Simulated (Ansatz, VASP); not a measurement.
One calculation of Ge, two programs

```
Ge
1.0
     2.73004    0.00000    0.00000
     0.00000    2.73004    0.00000
     0.00000    0.00000    2.73004
Ge
1
Direct
  0.00000 0.00000 0.00000
```

Change from the starting cell: volume scaled by 1.02.

Alike in both runs: task single point; functional PBE; k mesh 13 × 13 × 13; occupations fermi-dirac, width 0.05 eV; no spin polarisation.

|  | VASP | Ansatz |
| --- | --- | --- |
| version | VASP 6.6.1 | Ansatz 0.2.0 |
| potentials or method | VASP PAW PBE potentials, release 64 (Ge_d), cutoff 520 eV | all-electron LAPW, scalar-relativistic |

|  | VASP | Ansatz | Ansatz less VASP |
| --- | --- | --- | --- |
| pressure (GPa) | -1.3 | -1.2 | +0.10 |

Ansatz ran all-electron here, and VASP with PAW potentials.
